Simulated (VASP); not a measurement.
# Si (Fd-3m) in VASP: further runs, part 2 of 2

VASP 6.6.1. The steps go on from the part before.

## 5. Single point, r2SCAN

POSCAR

```
Si
1.0
    0.0000000000      2.7221188956      2.7221188956
    2.7221188956      0.0000000000      2.7221188956
    2.7221188956      2.7221188956      0.0000000000
Si
2
Direct
    0.0000000000      0.0000000000      0.0000000000
    0.2500000000      0.2500000000      0.2500000000
```

INCAR.step1

```
SYSTEM = Si
PREC = Accurate
ENCUT = 520
ISMEAR = 0
SIGMA = 0.01
LREAL = .False.
LASPH = .True.
NELM = 60
NBANDS = 11
GGA = PE
ALGO = Normal
EDIFF = 1E-4
LWAVE = .True.
LCHARG = .False.
```

INCAR.step2

```
SYSTEM = Si
PREC = Accurate
ENCUT = 520
EDIFF = 1E-6
ISMEAR = 0
SIGMA = 0.01
LREAL = .False.
LASPH = .True.
NELM = 60
ALGO = Normal
ISIF = 2
LWAVE = .False.
LCHARG = .False.
METAGGA = R2SCAN
LMIXTAU = .True.
NBANDS = 11
ISTART = 1
```

KPOINTS

```
regular mesh
0
Gamma
  6 6 6
  0 0 0
```

Potentials or basis: VASP PAW PBE potentials, release 64 (Si).

Run with:

```console
$ cat potpaw_PBE.64/Si/POTCAR > POTCAR
$ cp INCAR.step1 INCAR
$ mpirun -np 1 vasp_std > vasp.out
$ cp INCAR.step2 INCAR
$ mpirun -np 1 vasp_std > vasp.out
```

OUTCAR:

```text
SYSTEM = Si
   PREC = Accurate
   ENCUT = 520
   EDIFF = 1E-6
   ISMEAR = 0
   LREAL = .False.
   LASPH = .True.
   NELM = 60
   ISIF = 2
   METAGGA = R2SCAN
   ISTART = 1

 ion  position               nearest neighbor table
   1  0.000  0.000  0.000-   2 2.36   2 2.36   2 2.36   2 2.36
   2  0.250  0.250  0.250-   1 2.36   1 2.36   1 2.36   1 2.36

  LATTYP: Found a face centered cubic cell.
 ALAT       =     5.4442377912

  Lattice vectors:

 A1 = (   0.0000000000,   2.7221188956,   2.7221188956)
 A2 = (   2.7221188956,   0.0000000000,   2.7221188956)
 A3 = (   2.7221188956,   2.7221188956,   0.0000000000)

Analysis of symmetry for initial positions (statically):
=====================================================================
 Subroutine PRICEL returns:
 Original cell was already a primitive cell.

 Routine SETGRP: Setting up the symmetry group for a
 face centered cubic supercell.

 Subroutine GETGRP returns: Found 48 space group operations
 (whereof 24 operations were pure point group operations)
 out of a pool of 48 trial point group operations.

The static configuration has the point symmetry T_d .
 The point group associated with its full space group is O_h .

Analysis of symmetry for dynamics (positions and initial velocities):
=====================================================================
 Subroutine PRICEL returns:
 Original cell was already a primitive cell.

 Routine SETGRP: Setting up the symmetry group for a
 face centered cubic supercell.

 Subroutine GETGRP returns: Found 48 space group operations
 (whereof 24 operations were pure point group operations)
 out of a pool of 48 trial point group operations.

The dynamic configuration has the point symmetry T_d .
 The point group associated with its full space group is O_h .

 Subroutine INISYM returns: Found 48 space group operations
 (whereof 24 operations are pure point group operations),
 and found     1 'primitive' translations

----------------------------------------------------------------------------------------

                                     Primitive cell

  volume of cell :      40.3414

  direct lattice vectors                    reciprocal lattice vectors
     0.000000000  2.722118896  2.722118896    -0.183680441  0.183680441  0.183680441
     2.722118896  0.000000000  2.722118896     0.183680441 -0.183680441  0.183680441
     2.722118896  2.722118896  0.000000000     0.183680441  0.183680441 -0.183680441

  length of vectors
     3.849657461  3.849657461  3.849657461     0.318143857  0.318143857  0.318143857

  position of ions in fractional coordinates (direct lattice)
     0.000000000  0.000000000  0.000000000
     0.250000000  0.250000000  0.250000000

  ion indices of the primitive-cell ions
   primitive index   ion index
                 1           1
                 2           2

----------------------------------------------------------------------------------------

 KPOINTS: regular mesh

Automatic generation of k-mesh.
 Grid dimensions read from file:
 generate k-points for:    6    6    6

 Generating k-lattice:

[... 22 lines left out ...]
  0.166667  0.166667  0.000000      6.000000
  0.333333  0.166667  0.000000     24.000000
[... 8 lines left out ...]
 -0.333333  0.333333  0.166667     24.000000
 -0.333333  0.500000  0.166667     12.000000
   k-points           NKPTS =     16   k-points in BZ     NKDIM =     16   number of bands    NBANDS=     11
   number of dos      NEDOS =    301   number of ions     NIONS =      2
   total plane-waves  NPLWV =  27000
   dimension x,y,z NGX =    30 NGY =   30 NGZ =   30
   dimension x,y,z NGXF=    60 NGYF=   60 NGZF=   60
   ions per type =               2
   NGX,Y,Z   is equivalent  to a cutoff of  12.96, 12.96, 12.96 a.u.
   NGXF,Y,Z  is equivalent  to a cutoff of  25.91, 25.91, 25.91 a.u.
 SYSTEM =  Si
   PREC   = accura    normal or accurate (medium, high low for compatibility)
   ISTART =      1    job   : 0-new  1-cont  2-samecut
   ICHARG =      0    charge: 1-file 2-atom 10-const
   ISPIN  =      1    spin polarized calculation?
   LNONCOLLINEAR =      F non collinear calculations
   LSORBIT =      F    spin-orbit coupling
   LASPH  =      T    aspherical Exc in radial PAW
   ENCUT  =  520.0 eV  38.22 Ry    6.18 a.u.   7.16  7.16  7.16*2*pi/ulx,y,z
   NELM   =     60;   NELMIN=  2; NELMDL=  0     # of ELM steps
   EDIFF  = 0.1E-05   stopping-criterion for ELM
   LREAL  =      F    real-space projection
   EDIFFG = 0.1E-04   stopping-criterion for IOM
   NSW    =      0    number of steps for IOM
   IBRION =     -1    ionic relax: 0-MD 1-quasi-New 2-CG
   NFREE  =      0    steps in history (QN), initial steepest desc. (CG)
   ISIF   =      2    stress and relaxation
   ISYM   =      2    0-nonsym 1-usesym 2-fastsym
   POTIM  = 0.5000    time-step for ionic-motion
   TEBEG  =    0.0;   TEEND  =   0.0 temperature during run
   PSTRESS=    0.0 pullay stress
   NELECT =       8.0000    total number of electrons
   NUPDOWN=      -1.0000    fix difference up-down
   EMIN   =  10.00;   EMAX   =-10.00  energy-range for DOS
   EFERMI =   0.00;   METHOD = LEGACY
   ISMEAR =     0;   SIGMA  =   0.01  broadening in eV -4-tet -1-fermi 0-gaus
   EFERMI_NEDOS =   21; number of points for ismear=-14 and -15
   IALGO  =     38    algorithm
   IMIX   =      4    mixing-type and parameters
     AMIX     =   0.40;   BMIX     =  1.00
     AMIX_MAG =   1.60;   BMIX_MAG =  1.00
  volume/ion in A,a.u.               =      20.17       136.12
  Fermi-wavevector in a.u.,A,eV,Ry     =   0.954672  1.804069 12.400344  0.911400
  Thomas-Fermi vector in A             =   2.083440
   LORBIT       =      0    0 simple, 1 ext, 2 COOP (PROOUT), +10 PAW based schemes
   METAGGA = R2SCAN    functional components
   LHFCALC =     F    Hartree Fock is set to
   AEXX    =    0.0000 exact exchange contribution
   IVDW    =     0    specifies the selected vdW correction
   LEPSILON=     F    determine dielectric tensor
   LRPA    =     F    only Hartree local field effects (RPA)
 non-spin polarized calculation
 Gauss-broadening in eV      SIGMA  =   0.01
  energy-cutoff  :      520.00
  volume of cell :       40.34
 maximum number of plane-waves:      1106
 NGX is ok and might be reduce to    30
   NGX = 15   NGY = 15   NGZ = 15

 number of electron       8.0000001 magnetization

 Free energy of the ion-electron system (eV)
  ---------------------------------------------------
  ext. energy  EPLUGINS =         0.00000000
  ---------------------------------------------------
  free energy    TOTEN  =       -17.52896743 eV

  energy without entropy =      -17.52896743  energy(sigma->0) =      -17.52896743

 E-fermi :   5.7146     XC(G=0):  -9.8215

 val. band max:        5.6683707178   @ k =   0.0000   0.0000   0.0000
 cond. band min:       6.6003352310   @ k =   0.5000   0.5000   0.0000
 fundamental gap:      0.9319645132
 Fermi energy:         5.7146442814

 k-point     1 :       0.0000    0.0000    0.0000
  band No.  band energies     occupation
      1      -6.8049      2.00000
      2       5.6684      2.00000
      3       5.6684      2.00000
      4       5.6684      2.00000
      5       8.4218      0.00000
      6       8.4218      0.00000
      7       8.4218      0.00000
      8       9.5668      0.00000
      9      13.7879      0.00000
     10      13.7879      0.00000
     11      14.3314      0.00000
[... 197 lines left out ...]
 k-point    16 :      -0.3333    0.5000    0.1667
  band No.  band energies     occupation
      1      -2.3411      2.00000
      2      -2.3411      2.00000
      3       1.8851      2.00000
      4       1.8852      2.00000
      5       8.6960      0.00000
      6       8.6960      0.00000
      7      12.9012      0.00000
      8      12.9012      0.00000
      9      16.9051      0.00000
     10      16.9051      0.00000
     11      19.4074      0.00000

------------------------ aborting loop because EDIFF is reached ----------------------------------------

  FORCE on cell =-STRESS in cart. coord.  units (eV):
  Direction    XX          YY          ZZ          XY          YZ          ZX
  --------------------------------------------------------------------------------------
  -------------------------------------------------------------------------------------
  Total       -0.0432216     -0.0432216     -0.0432216      0.0000000      0.0000000      0.0000000
  in kB       -1.7165642     -1.7165642     -1.7165642      0.0000000      0.0000000      0.0000000
  external PRESSURE =      -1.7165642 kB  Pullay stress =       0.0000000 kB

 VOLUME and BASIS-vectors are now :
 -----------------------------------------------------------------------------
  energy-cutoff  :      520.00
  volume of cell :       40.34
      direct lattice vectors                 reciprocal lattice vectors
     0.000000000  2.722118896  2.722118896    -0.183680441  0.183680441  0.183680441
     2.722118896  0.000000000  2.722118896     0.183680441 -0.183680441  0.183680441
     2.722118896  2.722118896  0.000000000     0.183680441  0.183680441 -0.183680441

 POSITION                                       TOTAL-FORCE (eV/Angst)
 -----------------------------------------------------------------------------------
      0.00000      0.00000      0.00000         0.000000      0.000000      0.000000
      1.36106      1.36106      1.36106        -0.000000     -0.000000     -0.000000
 -----------------------------------------------------------------------------------
    total drift:                               -0.000000     -0.000000     -0.000000

  FREE ENERGIE OF THE ION-ELECTRON SYSTEM (eV)
  ---------------------------------------------------
  free  energy   TOTEN  =       -17.5289674305 eV

  energy  without entropy=      -17.5289674305  energy(sigma->0) =      -17.52896743
```

OSZICAR.step1:

```text
N       E                     dE             d eps       ncg     rms          rms(c)
DAV:   1     0.497940525191E+01    0.49794E+01   -0.32290E+03   352   0.561E+02
DAV:   2    -0.104305009197E+02   -0.15410E+02   -0.14608E+02   432   0.788E+01
DAV:   3    -0.109996646971E+02   -0.56916E+00   -0.56714E+00   464   0.127E+01
DAV:   4    -0.110037253878E+02   -0.40607E-02   -0.40601E-02   424   0.124E+00
DAV:   5    -0.110037635364E+02   -0.38149E-04   -0.38148E-04   440   0.116E-01    0.485E+00
DAV:   6    -0.108794911657E+02    0.12427E+00   -0.69801E-02   406   0.109E+00    0.296E+00
DAV:   7    -0.108224410104E+02    0.57050E-01   -0.13590E-01   394   0.164E+00    0.180E-01
DAV:   8    -0.108237840518E+02   -0.13430E-02   -0.60117E-03   403   0.418E-01    0.809E-02
DAV:   9    -0.108240033390E+02   -0.21929E-03   -0.20906E-04   439   0.882E-02    0.592E-02
DAV:  10    -0.108240291036E+02   -0.25765E-04   -0.21652E-05   273   0.272E-02
   1 F= -.10824029E+02 E0= -.10824029E+02  d E =-.143916E-29
```

Wall time 23 s (1 thread of AMD EPYC 7R13 (Zen 3), shared host); peak memory 0.13 GiB.

What came out:

```yaml
Free_energy: -17.5290 eV
Pressure: -0.2 GPa
Band_gap_on_the_k_mesh: 0.93 eV, indirect (least direct gap 2.75 eV)
```

Levels at points of the mesh, in eV from the valence-band top:
```
           k point  band 1  band 2  band 3  band 4  band 5  band 6  band 7  band 8
(0.00, 0.00, 0.00)  -12.47    0.00    0.00    0.00    2.75    2.75    2.75    3.90
(0.50, 0.00, 0.00)  -10.04   -7.23   -1.27   -1.27    1.86    3.59    3.59    8.32
(0.50, 0.50, 0.00)   -8.13   -8.13   -2.99   -2.99    0.93    0.93   10.81   10.81
```

Caveat: the PAW data sets were made with another functional, which shifts forces and pressure a little.

## 6. Single point, PBE0

POSCAR is that of step 5.

INCAR.step1

```
PREC = Accurate
ENCUT = 520
EDIFF = 1E-5
ISMEAR = 0
SIGMA = 0.01
LREAL = F
LASPH = T
NELM = 100
ALGO = Normal
ISIF = 2
LWAVE = T
GGA = PE
NBANDS = 11
```

INCAR.step2

```
PREC = Accurate
ENCUT = 520
EDIFF = 1E-6
ISMEAR = 0
SIGMA = 0.01
LREAL = F
LASPH = T
NELM = 100
ALGO = Normal
ISIF = 2
LWAVE = F
LCHARG = T
GGA = PE
LHFCALC = T
AEXX = 0.25
PRECFOCK = Normal
LELF = T
LVHAR = T
ISTART = 1
NBANDS = 11
```

KPOINTS

```
Automatic mesh
0
Gamma
  6 6 6
```

Potentials or basis: VASP PAW PBE potentials, release 64 (Si).

Run with:

```console
$ cat potpaw_PBE.64/Si/POTCAR > POTCAR
$ cp INCAR.step1 INCAR
$ mpirun -np 1 vasp_std > vasp.out
$ cp INCAR.step2 INCAR
$ mpirun -np 1 vasp_std > vasp.out
```

It took 7.9 min on 1 thread of AMD EPYC 7R13 (Zen 3), shared host; peak memory 0.14 GiB.

The run converged. Its results:

| Item | Value |
| --- | --- |
| Free energy | -13.5641 eV |
| Pressure | -0.7 GPa |
| Band gap on the k mesh | 1.99 eV, indirect (least direct gap 4.01 eV) |

Levels at points of the mesh, in eV from the valence-band top:
| k point | band 2 | band 3 | band 4 | band 5 | band 6 | band 7 |
| --- | --- | --- | --- | --- | --- | --- |
| (0.00, 0.00, 0.00) | 0.00 | 0.00 | 0.00 | 4.01 | 4.01 | 4.01 |
| (0.50, 0.00, 0.00) | -7.77 | -1.32 | -1.32 | 2.89 | 4.85 | 4.85 |
| (0.50, 0.50, 0.00) | -8.73 | -3.15 | -3.15 | 1.99 | 1.99 | 12.17 |

Caveat: the PAW data sets were made with another functional, which shifts forces and pressure a little. A k mesh can miss the band edges.

## 7. Overview

```tsv
level	k mesh	grid for exact exchange (PRECFOCK)	gap on the mesh (eV)	pressure (GPa)
PBE	6 × 6 × 6	-	0.72	1.3
PBE	8 × 8 × 8	-	0.63	1.2
r2SCAN	6 × 6 × 6	-	0.93	-0.2
PBE0	6 × 6 × 6	Normal	1.99	-0.7
```

Alike in all rows: task single point; potentials or basis VASP PAW PBE potentials, release 64 (Si); no spin polarisation; cell as given; cutoff (eV) 520; smearing gaussian 0.01 eV.

On the cell as given the gap runs from 0.63 eV (PBE) to 1.99 eV (PBE0); the meshes differ, which moves gaps too. The pressure there spans -0.7 GPa (PBE0) to 1.3 GPa (PBE); a positive pressure means that this level wants a larger cell, a negative one a smaller.

Caveats: the PAW data sets were made with another functional, which shifts forces and pressure a little (some runs).

Total energies depend on the potentials used, so only differences within one code and one set of settings carry meaning.
